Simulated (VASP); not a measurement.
**As: single point with PBEsol**

As:

```
As
1.0
     3.10724    0.00000    0.00000
    -1.55362    2.69095    0.00000
     0.00000    0.00000    4.74851
As
2
Direct
  0.33333 0.66667 0.25000
  0.66667 0.33333 0.75000
```

This cell differs from its parent crystal: volume scaled by 1.08.

| Item | Value |
| --- | --- |
| Program | VASP 6.6.1 |
| Task | single point |
| Functional | PBEsol |
| Potentials or basis | VASP PAW PBE potentials, release 64 (As) |
| Cutoff | 520 eV |
| k mesh | 13 × 13 × 8 |
| Occupations | fermi-dirac, width 0.1 eV |
| Spin | no spin polarisation |
| Dipole correction | no |
| Further INCAR settings | ALGO = Normal; EDIFF = 1e-06; NBANDS = 12 |

The pressure is -5.7 GPa and the band gap on the k mesh is zero (band 5 reaches 9.90 eV, above the bottom of band 6 at 2.64 eV).

Stress tensor (GPa, compression positive):
```
-6.00  0.00  0.00
 0.00 -6.00  0.00
 0.00  0.00 -5.07
```

Levels at points of the mesh, in eV from the Fermi level:
| k point | band 1 | band 2 | band 3 | band 4 | band 5 | band 6 | band 7 | band 8 | band 9 | band 10 |
| --- | --- | --- | --- | --- | --- | --- | --- | --- | --- | --- |
| (0.00, 0.00, 0.00) | -14.75 | -9.89 | -6.27 | 3.05 | 3.05 | 4.93 | 4.93 | 6.33 | 8.19 | 11.10 |
| (0.00, 0.00, 0.50) | -13.20 | -13.20 | -0.14 | -0.14 | 4.00 | 4.00 | 4.00 | 4.00 | 9.74 | 9.74 |

Run time: 42 s on 1 thread of Intel Xeon 8259CL, on a shared host, peak memory 0.18 GiB.

Caveat: the PAW data sets were made with another functional, which shifts forces and pressure a little.
